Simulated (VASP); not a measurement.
# BiTe in VASP: notebook

Runs on BiTe. Level: LDA. Tasks: electric field gradients.

Everything below comes from runs of VASP 6.6.1. Logs are shortened: lines on timing, memory, paths and dates and some standing lists are left out, and cuts for length are marked.

## Step 1: The cell of the first run

The structure is tetragonal, space group I4/mmm (No. 139). The conventional cell has a = 4.666 Å, b = 4.666 Å, c = 6.470 Å, α = 90.00°, β = 90.00°, γ = 90.00°. Within 4.3 Å of Bi (site symmetry 4/mmm) lie 6 Te at 3.23 to 3.30 Å. Te (site symmetry 4/mmm) has 6 Bi at 3.23 to 3.30 Å within 4.3 Å.

## Step 2: Electric field gradients, LDA (equal xx and yy strain of +2 %)

INCAR

```
PREC     = Accurate       # precision mode
ENCUT    = 520            # plane-wave cutoff, eV
EDIFF    = 1E-8           # SCF threshold, eV
ISMEAR   = -1             # smearing method
SIGMA    = 0.08           # smearing width, eV
LREAL    = F              # projectors in reciprocal space
LASPH    = T              # aspherical terms in the spheres
NELM     = 60             # most SCF steps
ALGO     = Normal         # electronic algorithm
ISIF     = 2              # what is computed and relaxed
LWAVE    = F              # write WAVECAR
LCHARG   = F              # write CHGCAR
GGA      = CA             # functional
LEFG     = T            
NBANDS   = 18             # bands
```

KPOINTS

```
Automatic mesh
0
Gamma
  10 10 10
```

POSCAR

```
BiTe
1.0
    0.0000000000      3.2997000000      3.2350000000
    3.2997000000      0.0000000000      3.2350000000
    3.2997000000      3.2997000000      0.0000000000
Bi Te
1 1
Direct
    0.0000000000      0.0000000000      0.0000000000
    0.5000000000      0.5000000000      0.5000000000
```

Potentials or basis: VASP PAW LDA potentials, release 64 (Bi_d, Te).

Run with:

```sh
> cat potpaw_LDA.64/Bi_d/POTCAR potpaw_LDA.64/Te/POTCAR > POTCAR
> mpirun -np 1 vasp_std > vasp.out
```

OUTCAR:

```text
PREC = Accurate
   ENCUT = 520
   EDIFF = 1E-8
   ISMEAR = -1
   LREAL = F
   LASPH = T
   NELM = 60
   ISIF = 2
   GGA = CA

 ion  position               nearest neighbor table
   1  0.000  0.000  0.000-   2 3.23   2 3.23   2 3.30   2 3.30   2 3.30   2 3.30
   2  0.500  0.500  0.500-   1 3.23   1 3.23   1 3.30   1 3.30   1 3.30   1 3.30

  LATTYP: Found a body centered tetragonal cell.
 ALAT       =     4.6664804918
 C/A-ratio  =     1.3864838847

  Lattice vectors:

 A1 = (   0.0000000000,  -3.2997000000,  -3.2350000000)
 A2 = (   0.0000000000,   3.2997000000,  -3.2350000000)
 A3 = (   3.2997000000,   0.0000000000,   3.2350000000)

Analysis of symmetry for initial positions (statically):
=====================================================================
 Subroutine PRICEL returns:
 Original cell was already a primitive cell.

 Routine SETGRP: Setting up the symmetry group for a
 body centered tetragonal supercell.

 Subroutine GETGRP returns: Found 16 space group operations
 (whereof 16 operations were pure point group operations)
 out of a pool of 16 trial point group operations.

The static configuration has the point symmetry D_4h.

Analysis of symmetry for dynamics (positions and initial velocities):
=====================================================================
 Subroutine PRICEL returns:
 Original cell was already a primitive cell.

 Routine SETGRP: Setting up the symmetry group for a
 body centered tetragonal supercell.

 Subroutine GETGRP returns: Found 16 space group operations
 (whereof 16 operations were pure point group operations)
 out of a pool of 16 trial point group operations.

The dynamic configuration has the point symmetry D_4h.

 Subroutine INISYM returns: Found 16 space group operations
 (whereof 16 operations are pure point group operations),
 and found     1 'primitive' translations

----------------------------------------------------------------------------------------

                                     Primitive cell

  volume of cell :      70.4455

  direct lattice vectors                    reciprocal lattice vectors
     0.000000000  3.299700000  3.235000000    -0.151528927  0.151528927  0.154559505
     3.299700000  0.000000000  3.235000000     0.151528927 -0.151528927  0.154559505
     3.299700000  3.299700000  0.000000000     0.151528927  0.151528927 -0.154559505

  length of vectors
     4.620957162  4.620957162  4.666480492     0.264217093  0.264217093  0.264217093

  position of ions in fractional coordinates (direct lattice)
     0.000000000  0.000000000  0.000000000
     0.500000000  0.500000000  0.500000000

  ion indices of the primitive-cell ions
   primitive index   ion index
                 1           1
                 2           2

----------------------------------------------------------------------------------------

 KPOINTS: Automatic mesh

Automatic generation of k-mesh.
 Grid dimensions read from file:
 generate k-points for:   10   10   10

 Generating k-lattice:

  Cartesian coordinates                     Fractional coordinates (reciprocal lattice)
    -0.015152893  0.015152893  0.015455951     0.100000000 -0.000000000  0.000000000
     0.015152893 -0.015152893  0.015455951    -0.000000000  0.100000000  0.000000000
     0.015152893  0.015152893 -0.015455951     0.000000000  0.000000000  0.100000000

  Length of vectors
     0.026421709  0.026421709  0.026421709

  Shift w.r.t. Gamma in fractional coordinates (k-lattice)
     0.000000000  0.000000000  0.000000000

 Subroutine IBZKPT returns following result:
 ===========================================

 Found    102 irreducible k-points:

 Following reciprocal coordinates:
            Coordinates               Weight
  0.000000  0.000000  0.000000      1.000000
  0.100000 -0.000000  0.000000      8.000000
  0.200000 -0.000000  0.000000      8.000000
  0.300000 -0.000000  0.000000      8.000000
  0.400000 -0.000000  0.000000      8.000000
  0.500000 -0.000000  0.000000      4.000000
[... 16 lines left out ...]
  0.300000  0.300000  0.000000      2.000000
  0.400000  0.300000  0.000000      8.000000
 [... further k-points ...]
   k-points           NKPTS =    102   k-points in BZ     NKDIM =    102   number of bands    NBANDS=     18
   number of dos      NEDOS =    301   number of ions     NIONS =      2
   total plane-waves  NPLWV =  46656
   dimension x,y,z NGX =    36 NGY =   36 NGZ =   36
   dimension x,y,z NGXF=    72 NGYF=   72 NGZF=   72
   ions per type =               1   1
   NGX,Y,Z   is equivalent  to a cutoff of  12.95, 12.95, 12.83 a.u.
   NGXF,Y,Z  is equivalent  to a cutoff of  25.90, 25.90, 25.65 a.u.
 SYSTEM =  unknown system
   PREC   = accura    normal or accurate (medium, high low for compatibility)
   ISTART =      0    job   : 0-new  1-cont  2-samecut
   ICHARG =      2    charge: 1-file 2-atom 10-const
   ISPIN  =      1    spin polarized calculation?
   LNONCOLLINEAR =      F non collinear calculations
   LSORBIT =      F    spin-orbit coupling
   LASPH  =      T    aspherical Exc in radial PAW
   ENCUT  =  520.0 eV  38.22 Ry    6.18 a.u.   8.59  8.59  8.68*2*pi/ulx,y,z
   NELM   =     60;   NELMIN=  2; NELMDL= -5     # of ELM steps
   EDIFF  = 0.1E-07   stopping-criterion for ELM
   LREAL  =      F    real-space projection
   EDIFFG = 0.1E-06   stopping-criterion for IOM
   NSW    =      0    number of steps for IOM
   IBRION =     -1    ionic relax: 0-MD 1-quasi-New 2-CG
   NFREE  =      0    steps in history (QN), initial steepest desc. (CG)
   ISIF   =      2    stress and relaxation
   ISYM   =      2    0-nonsym 1-usesym 2-fastsym
   POTIM  = 0.5000    time-step for ionic-motion
   TEBEG  =    0.0;   TEEND  =   0.0 temperature during run
   PSTRESS=    0.0 pullay stress
   NELECT =      21.0000    total number of electrons
   NUPDOWN=      -1.0000    fix difference up-down
   EMIN   =  10.00;   EMAX   =-10.00  energy-range for DOS
   EFERMI =   0.00;   METHOD = LEGACY
   ISMEAR =    -1;   SIGMA  =   0.08  broadening in eV -4-tet -1-fermi 0-gaus
   EFERMI_NEDOS =   21; number of points for ismear=-14 and -15
   IALGO  =     38    algorithm
   IMIX   =      4    mixing-type and parameters
     AMIX     =   0.40;   BMIX     =  1.00
     AMIX_MAG =   1.60;   BMIX_MAG =  1.00
  volume/ion in A,a.u.               =      35.22       237.69
  Fermi-wavevector in a.u.,A,eV,Ry     =   1.093613  2.066628 16.272414  1.195989
  Thomas-Fermi vector in A             =   2.229901
   LORBIT       =      0    0 simple, 1 ext, 2 COOP (PROOUT), +10 PAW based schemes
   GGA     = CA    functional components
   LHFCALC =     F    Hartree Fock is set to
   AEXX    =    0.0000 exact exchange contribution
   IVDW    =     0    specifies the selected vdW correction
   LEPSILON=     F    determine dielectric tensor
   LRPA    =     F    only Hartree local field effects (RPA)
 non-spin polarized calculation
  energy-cutoff  :      520.00
  volume of cell :       70.45
 maximum number of plane-waves:      1932
 NGX is ok and might be reduce to    36
   NGX = 17   NGY = 17   NGZ = 17

 number of electron      20.9999996 magnetization

 Free energy of the ion-electron system (eV)
  ---------------------------------------------------
  ext. energy  EPLUGINS =         0.00000000
  ---------------------------------------------------
  free energy    TOTEN  =        -8.43929450 eV

  energy without entropy =       -8.40808620  energy(sigma->0) =       -8.42369035

 E-fermi :   5.9385     XC(G=0):  -9.5042

 val. band max:        5.9290583892   @ k =   0.2000   0.0000   0.2000
 cond. band min:       5.9507071784   @ k =  -0.2000   0.4000   0.2000
 fundamental gap:      0.0216487892
 Fermi energy:         5.9384751971

 k-point     1 :       0.0000    0.0000    0.0000
  band No.  band energies     occupation
      1     -17.1080      2.00000
      2     -17.0996      2.00000
      3     -17.0996      2.00000
      4     -17.0957      2.00000
      5     -17.0909      2.00000
      6      -7.3082      2.00000
[... 10 lines left out ...]
     17      11.7710      0.00000
     18      12.4984      0.00000

 k-point     2 :       0.1000   -0.0000    0.0000
  band No.  band energies     occupation
      1     -17.1083      2.00000
      2     -17.0993      2.00000
      3     -17.0992      2.00000
      4     -17.0958      2.00000
      5     -17.0906      2.00000
      6      -7.2237      2.00000
[... 10 lines left out ...]
     17      12.3469      0.00000
     18      12.9670      0.00000
[... 442 lines left out ...]
 k-point    24 :       0.4000    0.3000    0.0000
  band No.  band energies     occupation
      1     -17.1169      2.00000
      2     -17.0937      2.00000
      3     -17.0931      2.00000
      4     -17.0924      2.00000
      5     -17.0915      2.00000
      6      -5.9998      2.00000
[... 10 lines left out ...]
     17      14.9442      0.00000
     18      15.0182      0.00000

 [... further k-points ...]
[... 5 lines left out ...]
  --------------------------------------------------------------------------------------
  -------------------------------------------------------------------------------------
  Total       -2.0617799     -2.0617799     -1.5323892      0.0000000      0.0000000     -0.0000000
  in kB      -46.8921004    -46.8921004    -34.8519020      0.0000000      0.0000000     -0.0000000
  external PRESSURE =     -42.8787010 kB  Pullay stress =       0.0000000 kB

 VOLUME and BASIS-vectors are now :
 -----------------------------------------------------------------------------
  energy-cutoff  :      520.00
  volume of cell :       70.45
      direct lattice vectors                 reciprocal lattice vectors
     0.000000000  3.299700000  3.235000000    -0.151528927  0.151528927  0.154559505
     3.299700000  0.000000000  3.235000000     0.151528927 -0.151528927  0.154559505
     3.299700000  3.299700000  0.000000000     0.151528927  0.151528927 -0.154559505

 POSITION                                       TOTAL-FORCE (eV/Angst)
 -----------------------------------------------------------------------------------
      0.00000      0.00000      0.00000         0.000000     -0.000000      0.000000
      3.29970      3.29970      3.23500        -0.000000      0.000000      0.000000
 -----------------------------------------------------------------------------------
    total drift:                               -0.000000      0.000000      0.000000

  FREE ENERGIE OF THE ION-ELECTRON SYSTEM (eV)
  ---------------------------------------------------
  free  energy   TOTEN  =        -8.4392945016 eV

  energy  without entropy=       -8.4080862013  energy(sigma->0) =       -8.42369035

 Electric field gradients (V/A^2)
---------------------------------------------------------------------
 ion       V_xx      V_yy      V_zz      V_xy      V_xz      V_yz
---------------------------------------------------------------------
   1     -16.322   -16.322    32.644     0.001     0.001     0.001
   2      -3.460    -3.460     6.919    -0.000    -0.000    -0.000
---------------------------------------------------------------------

 Electric field gradients after diagonalization (V/A^2)
 (convention: |V_zz| > |V_xx| > |V_yy|)
----------------------------------------------------------------------
 ion       V_xx      V_yy      V_zz     asymmetry (V_yy - V_xx)/ V_zz
----------------------------------------------------------------------
   1     -16.323   -16.321    32.644       0.000
   2      -3.460    -3.459     6.919       0.000
----------------------------------------------------------------------

           NMR quadrupolar parameters

 Cq : quadrupolar parameter    Cq=e*Q*V_zz/h
 eta: asymmetry parameters     (V_yy - V_xx)/ V_zz
 Q  : nuclear electric quadrupole moment in mb (millibarn)
----------------------------------------------------------------------
 ion       Cq(MHz)       eta       Q (mb)
----------------------------------------------------------------------
   1       0.079       0.000       1.000
   2       0.017       0.000       1.000
----------------------------------------------------------------------
```

It took 83 s on 1 thread of AMD EPYC 9R45 (Zen 5), shared host; peak memory 0.24 GiB.

What came out:

- Free energy: -8.4393 eV
- Pressure: -4.3 GPa

Stress tensor (GPa, compression positive):
```
-4.69  0.00  0.00
 0.00 -4.69  0.00
 0.00  0.00 -3.49
```

Electric field gradients, principal values (V/Å²):
```tsv
atom	least	middle	greatest (by size)
1 Bi	-16.321	-16.323	32.644
2 Te	-3.459	-3.460	6.919
```

Caveat: the cell differs from its parent crystal (equal xx and yy strain of +2 %); without QUAD_EFG the Cq values of the log hold for a quadrupole moment of 1 mb, not for the nuclei; spin-orbit coupling is left out, which moves the levels of the heavy elements.

## Step 3: Electric field gradients, LDA (equal xy, yz and zx shear strains of -2 %)

INCAR

```
SYSTEM = BiTe
PREC = Accurate
ENCUT = 520
EDIFF = 1E-8
ISMEAR = -1
SIGMA = 0.08
LREAL = .FALSE.
LASPH = .TRUE.
NELM = 100
ALGO = Normal
ISIF = 2
LWAVE = .FALSE.
LCHARG = .FALSE.
LEFG = .TRUE.
NBANDS = 18
```

KPOINTS

```
regular mesh
0
G
  10 10 10
  0 0 0
```

POSCAR

```
BiTe
1.0
   -0.0647000000      3.2026500000      3.2026500000
    3.2026500000     -0.0647000000      3.2026500000
    3.2026500000      3.2026500000     -0.0647000000
Bi Te
1 1
Direct
    0.0000000000      0.0000000000      0.0000000000
    0.5000000000      0.5000000000      0.5000000000
```

Potentials or basis: VASP PAW LDA potentials, release 64 (Bi_d, Te).

Run with:

```sh
> cat potpaw_LDA.64/Bi_d/POTCAR potpaw_LDA.64/Te/POTCAR > POTCAR
> mpirun -np 1 vasp_std > vasp.out
```

OUTCAR:

```text
SYSTEM = BiTe
   PREC = Accurate
   ENCUT = 520
   EDIFF = 1E-8
   ISMEAR = -1
   LREAL = .FALSE.
   LASPH = .TRUE.
   NELM = 100
   ISIF = 2

 ion  position               nearest neighbor table
   1  0.000  0.000  0.000-   2 3.24   2 3.24   2 3.24   2 3.24   2 3.24   2 3.24
   2  0.500  0.500  0.500-   1 3.24   1 3.24   1 3.24   1 3.24   1 3.24   1 3.24

  LATTYP: Found a trigonal (rhomboedric) cell.
 ALAT       =     4.5296931612
 COS(alpha) =     0.4797000918

  Lattice vectors:

 A1 = (  -0.0647000000,   3.2026500000,   3.2026500000)
 A2 = (   3.2026500000,  -0.0647000000,   3.2026500000)
 A3 = (   3.2026500000,   3.2026500000,  -0.0647000000)
[... 716 lines left out ...]
  free  energy   TOTEN  =        -8.5029167609 eV

  energy  without entropy=       -8.4728847574  energy(sigma->0) =       -8.48790076

 Electric field gradients (V/A^2)
---------------------------------------------------------------------
 ion       V_xx      V_yy      V_zz      V_xy      V_xz      V_yz
---------------------------------------------------------------------
   1       0.000    -0.000    -0.000   -18.442   -18.442   -18.442
   2      -0.000    -0.000     0.000   -11.381   -11.381   -11.381
---------------------------------------------------------------------

 Electric field gradients after diagonalization (V/A^2)
 (convention: |V_zz| > |V_xx| > |V_yy|)
----------------------------------------------------------------------
 ion       V_xx      V_yy      V_zz     asymmetry (V_yy - V_xx)/ V_zz
----------------------------------------------------------------------
   1      18.442    18.442   -36.885       0.000
   2      11.381    11.381   -22.762       0.000
----------------------------------------------------------------------

           NMR quadrupolar parameters

 Cq : quadrupolar parameter    Cq=e*Q*V_zz/h
 eta: asymmetry parameters     (V_yy - V_xx)/ V_zz
 Q  : nuclear electric quadrupole moment in mb (millibarn)
----------------------------------------------------------------------
 ion       Cq(MHz)       eta       Q (mb)
----------------------------------------------------------------------
   1      -0.089       0.000       1.000
   2      -0.055       0.000       1.000
----------------------------------------------------------------------
```

stdout:

```text
POSCAR found type information on POSCAR BiTe
 POSCAR found :  2 types and       2 ions
 scaLAPACK will be used
 LDA part: xc-table for (Slater(with rela. corr.)+CA(PZ))
 , standard interpolation
 POSCAR, INCAR and KPOINTS ok, starting setup
 FFT: planning ... GRIDC
 FFT: planning ... GRID_SOFT
 FFT: planning ... GRID
 WAVECAR not read
 entering main loop
ion   1

ion   2
```

Run time: 84 s. Hardware: 1 thread of AMD EPYC 9R45 (Zen 5), shared host; peak memory 0.24 GiB.

Results:

* Free energy: -8.5029 eV
* Pressure: -2.8 GPa

Electric field gradients, principal values (V/Å²):
```csv
atom,least,middle,greatest (by size)
1 Bi,18.442,18.442,-36.885
2 Te,11.381,11.381,-22.762
```

Caveat: the cell differs from its parent crystal (equal xy, yz and zx shear strains of -2 %); without QUAD_EFG the Cq values of the log hold for a quadrupole moment of 1 mb, not for the nuclei; spin-orbit coupling is left out, which moves the levels of the heavy elements.
